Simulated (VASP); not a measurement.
# Na (P-1) in VASP: single point with LDA

Aim: the single point of Na with LDA.

Program: VASP 6.6.1. These are calculated values, not measurements. Logs are shortened: lines on timing, memory, paths and dates and some standing lists are left out, and cuts for length are marked.

## 1. The cell of the first run

The typed cell holds 2 atoms: a = 3.767 Å, b = 3.734 Å, c = 6.155 Å, α = 89.57°, β = 88.85°, γ = 119.13°.

## 2. Single point, LDA (equal xy, yz and zx shear strains of +2 %)

INCAR

```
SYSTEM = Na
PREC = Accurate
ENCUT = 520
EDIFF = 1E-6
ISMEAR = -1
SIGMA = 0.05
LREAL = .False.
LASPH = .True.
NELM = 80
ALGO = Normal
ISIF = 2
LWAVE = .False.
LCHARG = .False.
GGA = CA
NBANDS = 14
```

KPOINTS

```
Automatic mesh
0
Gamma
  11 11 6
  0 0 0
```

POSCAR

```
Na
1.0
    3.7670009976      0.0376700100      0.0376700100
   -1.8508773132      3.2434835550      0.0137881806
    0.0615400000      0.0615400000      6.1540000000
Na
2
Direct
    0.3333333333      0.6666666667      0.2500000000
    0.6666666667      0.3333333333      0.7500000000
```

Potentials or basis: VASP PAW LDA potentials, release 64 (Na_pv).

Started as:

```
cat potpaw_LDA.64/Na_pv/POTCAR > POTCAR
mpirun -np 1 vasp_std > vasp.out
```

OUTCAR:

```text
SYSTEM = Na
   PREC = Accurate
   ENCUT = 520
   EDIFF = 1E-6
   ISMEAR = -1
   LREAL = .False.
   LASPH = .True.
   NELM = 80
   ISIF = 2
   GGA = CA

 ion  position               nearest neighbor table
   1  0.333  0.667  0.250-
   2  0.667  0.333  0.750-

  LATTYP: Found a triclinic cell.
 ALAT       =     3.8000192942
 B/A-ratio  =     0.9827452114
 C/A-ratio  =     1.6196273999
 COS(alpha) =     0.0074204947
 COS(beta)  =     0.0272158149
 COS(gamma) =     0.5000757388

  Lattice vectors:

 A1 = (   1.9161236844,   3.2811535650,   0.0514581906)
 A2 = (  -1.8508773132,   3.2434835550,   0.0137881806)
 A3 = (   0.0615400000,   0.0615400000,   6.1540000000)

Analysis of symmetry for initial positions (statically):
=====================================================================
 Subroutine PRICEL returns:
 Original cell was already a primitive cell.

 Routine SETGRP: Setting up the symmetry group for a
 triclinic supercell.

 Subroutine GETGRP returns: Found  2 space group operations
 (whereof  2 operations were pure point group operations)
 out of a pool of  2 trial point group operations.

The static configuration has the point symmetry S_2 .

Analysis of symmetry for dynamics (positions and initial velocities):
=====================================================================
 Subroutine PRICEL returns:
 Original cell was already a primitive cell.

 Routine SETGRP: Setting up the symmetry group for a
 triclinic supercell.

 Subroutine GETGRP returns: Found  2 space group operations
 (whereof  2 operations were pure point group operations)
 out of a pool of  2 trial point group operations.

The dynamic configuration has the point symmetry S_2 .

 Subroutine INISYM returns: Found  2 space group operations
 (whereof  2 operations are pure point group operations),
 and found     1 'primitive' translations

----------------------------------------------------------------------------------------

                                     Primitive cell

  volume of cell :      75.6049

  direct lattice vectors                    reciprocal lattice vectors
     3.767000998  0.037670010  0.037670010     0.263997962  0.150666715 -0.004146647
    -1.850877313  3.243483555  0.013788181    -0.003035556  0.306591168 -0.003035556
     0.061540000  0.061540000  6.154000000    -0.001609189 -0.001609189  0.162528121

  length of vectors
     3.767377679  3.734450765  6.154615369     0.303994372  0.306621222  0.162544053

  position of ions in fractional coordinates (direct lattice)
     0.333333333  0.666666667  0.250000000
     0.666666667  0.333333333  0.750000000

  ion indices of the primitive-cell ions
   primitive index   ion index
                 1           1
                 2           2

----------------------------------------------------------------------------------------

 KPOINTS: Automatic mesh

Automatic generation of k-mesh.
 Grid dimensions read from file:
 generate k-points for:   11   11    6

 Generating k-lattice:

  Cartesian coordinates                     Fractional coordinates (reciprocal lattice)
     0.023999815  0.013696974 -0.000376968     0.090909091 -0.000000000  0.000000000
    -0.000275960  0.027871924 -0.000275960    -0.000000000  0.090909091 -0.000000000
    -0.000268198 -0.000268198  0.027088020     0.000000000 -0.000000000  0.166666667

  Length of vectors
     0.027635852  0.027874657  0.027090676

  Shift w.r.t. Gamma in fractional coordinates (k-lattice)
     0.000000000  0.000000000  0.000000000

 Subroutine IBZKPT returns following result:
 ===========================================

 Found    364 irreducible k-points:

 Following reciprocal coordinates:
            Coordinates               Weight
  0.000000  0.000000  0.000000      1.000000
  0.090909  0.000000 -0.000000      2.000000
  0.181818  0.000000 -0.000000      2.000000
  0.272727  0.000000 -0.000000      2.000000
  0.363636 -0.000000 -0.000000      2.000000
  0.454545 -0.000000 -0.000000      2.000000
[... 16 lines left out ...]
  0.454545  0.181818 -0.000000      2.000000
 -0.454545  0.181818  0.000000      2.000000
 [... further k-points ...]
   k-points           NKPTS =    364   k-points in BZ     NKDIM =    364   number of bands    NBANDS=     14
   number of dos      NEDOS =    301   number of ions     NIONS =      2
   total plane-waves  NPLWV =  37632
   dimension x,y,z NGX =    28 NGY =   28 NGZ =   48
   dimension x,y,z NGXF=    56 NGYF=   56 NGZF=   96
   ions per type =               2
   NGX,Y,Z   is equivalent  to a cutoff of  12.36, 12.46, 12.97 a.u.
   NGXF,Y,Z  is equivalent  to a cutoff of  24.71, 24.93, 25.93 a.u.
 SYSTEM =  Na
   PREC   = accura    normal or accurate (medium, high low for compatibility)
   ISTART =      0    job   : 0-new  1-cont  2-samecut
   ICHARG =      2    charge: 1-file 2-atom 10-const
   ISPIN  =      1    spin polarized calculation?
   LNONCOLLINEAR =      F non collinear calculations
   LSORBIT =      F    spin-orbit coupling
   LASPH  =      T    aspherical Exc in radial PAW
   ENCUT  =  520.0 eV  38.22 Ry    6.18 a.u.   7.00  6.94 11.44*2*pi/ulx,y,z
   NELM   =     80;   NELMIN=  2; NELMDL= -5     # of ELM steps
   EDIFF  = 0.1E-05   stopping-criterion for ELM
   LREAL  =      F    real-space projection
   EDIFFG = 0.1E-04   stopping-criterion for IOM
   NSW    =      0    number of steps for IOM
   IBRION =     -1    ionic relax: 0-MD 1-quasi-New 2-CG
   NFREE  =      0    steps in history (QN), initial steepest desc. (CG)
   ISIF   =      2    stress and relaxation
   ISYM   =      2    0-nonsym 1-usesym 2-fastsym
   POTIM  = 0.5000    time-step for ionic-motion
   TEBEG  =    0.0;   TEEND  =   0.0 temperature during run
   PSTRESS=    0.0 pullay stress
   NELECT =      14.0000    total number of electrons
   NUPDOWN=      -1.0000    fix difference up-down
   EMIN   =  10.00;   EMAX   =-10.00  energy-range for DOS
   EFERMI =   0.00;   METHOD = LEGACY
   ISMEAR =    -1;   SIGMA  =   0.05  broadening in eV -4-tet -1-fermi 0-gaus
   EFERMI_NEDOS =   21; number of points for ismear=-14 and -15
   IALGO  =     38    algorithm
   IMIX   =      4    mixing-type and parameters
     AMIX     =   0.40;   BMIX     =  1.00
     AMIX_MAG =   1.60;   BMIX_MAG =  1.00
  volume/ion in A,a.u.               =      37.80       255.10
  Fermi-wavevector in a.u.,A,eV,Ry     =   0.933113  1.763327 11.846585  0.870699
  Thomas-Fermi vector in A             =   2.059781
   LORBIT       =      0    0 simple, 1 ext, 2 COOP (PROOUT), +10 PAW based schemes
   GGA     = CA    functional components
   LHFCALC =     F    Hartree Fock is set to
   AEXX    =    0.0000 exact exchange contribution
   IVDW    =     0    specifies the selected vdW correction
   LEPSILON=     F    determine dielectric tensor
   LRPA    =     F    only Hartree local field effects (RPA)
 non-spin polarized calculation
  energy-cutoff  :      520.00
  volume of cell :       75.60
 maximum number of plane-waves:      2053
   NGX = 13   NGY = 13   NGZ = 23

 number of electron      14.0000008 magnetization

 Free energy of the ion-electron system (eV)
  ---------------------------------------------------
  ext. energy  EPLUGINS =         0.00000000
  ---------------------------------------------------
  free energy    TOTEN  =        -2.88055118 eV

  energy without entropy =       -2.87017699  energy(sigma->0) =       -2.87536408

 E-fermi :   0.1260     XC(G=0):  -6.6730

 val. band max:        0.1248058253   @ k =   0.0909  -0.3636   0.3333
 cond. band min:       0.1262862676   @ k =   0.2727   0.1818   0.5000
 fundamental gap:      0.0014804423
 Fermi energy:         0.1259783287

 k-point     1 :       0.0000    0.0000    0.0000
  band No.  band energies     occupation
      1     -24.8838      2.00000
      2     -24.8558      2.00000
      3     -24.8554      2.00000
      4     -24.8512      2.00000
      5     -24.8509      2.00000
      6     -24.8502      2.00000
      7      -3.1361      2.00000
      8       0.6853      0.00003
      9       0.9999      0.00000
     10       9.7937      0.00000
     11      10.0554      0.00000
     12      10.1019      0.00000
     13      10.3134      0.00000
     14      10.5577      0.00000

 k-point     2 :       0.0909    0.0000   -0.0000
  band No.  band energies     occupation
      1     -24.8829      2.00000
      2     -24.8573      2.00000
      3     -24.8564      2.00000
      4     -24.8529      2.00000
      5     -24.8514      2.00000
      6     -24.8506      2.00000
      7      -3.0174      2.00000
      8       0.7868      0.00000
      9       1.1200      0.00000
     10       7.9452      0.00000
     11       9.2212      0.00000
     12       9.6288      0.00000
     13      11.0572      0.00000
     14      11.3177      0.00000

 k-point     3 :       0.1818    0.0000   -0.0000
  band No.  band energies     occupation
      1     -24.8805      2.00000
      2     -24.8625      2.00000
      3     -24.8582      2.00000
      4     -24.8578      2.00000
      5     -24.8523      2.00000
      6     -24.8517      2.00000
      7      -2.6630      2.00000
      8       1.0934      0.00000
      9       1.4732      0.00000
     10       5.9654      0.00000
     11       8.4284      0.00000
     12       8.5818      0.00000
     13       9.3064      0.00000
     14      10.4437      0.00000
[... 324 lines left out ...]
 k-point    23 :       0.4545    0.1818   -0.0000
  band No.  band energies     occupation
      1     -24.8776      2.00000
      2     -24.8732      2.00000
      3     -24.8681      2.00000
      4     -24.8664      2.00000
      5     -24.8604      2.00000
      6     -24.8590      2.00000
      7       0.1210      1.04958
      8       1.2907      0.00000
      9       3.5818      0.00000
     10       3.7351      0.00000
     11       4.4814      0.00000
     12       4.8185      0.00000
     13       5.9267      0.00000
     14       7.4390      0.00000

 k-point    24 :      -0.4545    0.1818    0.0000
  band No.  band energies     occupation
      1     -24.8750      2.00000
      2     -24.8727      2.00000
      3     -24.8709      2.00000
      4     -24.8639      2.00000
      5     -24.8589      2.00000
      6     -24.8568      2.00000
      7      -0.8979      2.00000
      8       2.5287      0.00000
      9       2.7196      0.00000
     10       3.3213      0.00000
     11       4.4179      0.00000
     12       6.1474      0.00000
     13       7.1135      0.00000
     14       7.6795      0.00000

 [... further k-points ...]

------------------------ aborting loop because EDIFF is reached ----------------------------------------

  FORCE on cell =-STRESS in cart. coord.  units (eV):
  Direction    XX          YY          ZZ          XY          YZ          ZX
  --------------------------------------------------------------------------------------
  -------------------------------------------------------------------------------------
  Total       -0.4377636     -0.4375852     -0.3242969     -0.0146400      0.0014437      0.0020357
  in kB       -9.2768395     -9.2730603     -6.8723178     -0.3102422      0.0305943      0.0431393
  external PRESSURE =      -8.4740725 kB  Pullay stress =       0.0000000 kB

 VOLUME and BASIS-vectors are now :
 -----------------------------------------------------------------------------
  energy-cutoff  :      520.00
  volume of cell :       75.60
      direct lattice vectors                 reciprocal lattice vectors
     3.767000998  0.037670010  0.037670010     0.263997962  0.150666715 -0.004146647
    -1.850877313  3.243483555  0.013788181    -0.003035556  0.306591168 -0.003035556
     0.061540000  0.061540000  6.154000000    -0.001609189 -0.001609189  0.162528121

 POSITION                                       TOTAL-FORCE (eV/Angst)
 -----------------------------------------------------------------------------------
      0.03713      2.19026      1.56025        -0.005664      0.000051      0.000712
      1.94053      1.15243      4.64521         0.005664     -0.000051     -0.000712
 -----------------------------------------------------------------------------------
    total drift:                                0.000000     -0.000000      0.000000

  FREE ENERGIE OF THE ION-ELECTRON SYSTEM (eV)
  ---------------------------------------------------
  free  energy   TOTEN  =        -2.8805511792 eV

  energy  without entropy=       -2.8701769875  energy(sigma->0) =       -2.87536408
```

Run time: 2.2 min. Hardware: 1 thread of Intel Xeon Platinum 8488C (Sapphire Rapids), shared host; peak memory 0.36 GiB.

What came out:

* Free energy: -2.8806 eV
* Pressure: -0.8 GPa
* Largest force: 0.006 eV/Å
* Band gap on the k mesh: zero (bands 7 and 8 overlap by 4.01 eV)

Forces in eV/Å, atoms in the order of the input:
```
Na  -0.006  0.000  0.001
Na   0.006  0.000 -0.001
```

Stress tensor (GPa, compression positive):
```
-0.93 -0.03  0.00
-0.03 -0.93  0.00
 0.00  0.00 -0.69
```

Levels at points of the mesh, in eV from the Fermi level:
```
           k point  band 4  band 5  band 6  band 7  band 8  band 9  band 10  band 11
(0.00, 0.00, 0.00)  -24.98  -24.98  -24.98   -3.26    0.56    0.87     9.67     9.93
(0.00, 0.00, 0.50)  -24.98  -24.98  -24.98   -2.24   -2.24    5.42     5.42    10.18
```

Caveat: the cell differs from its parent crystal (equal xy, yz and zx shear strains of +2 %).
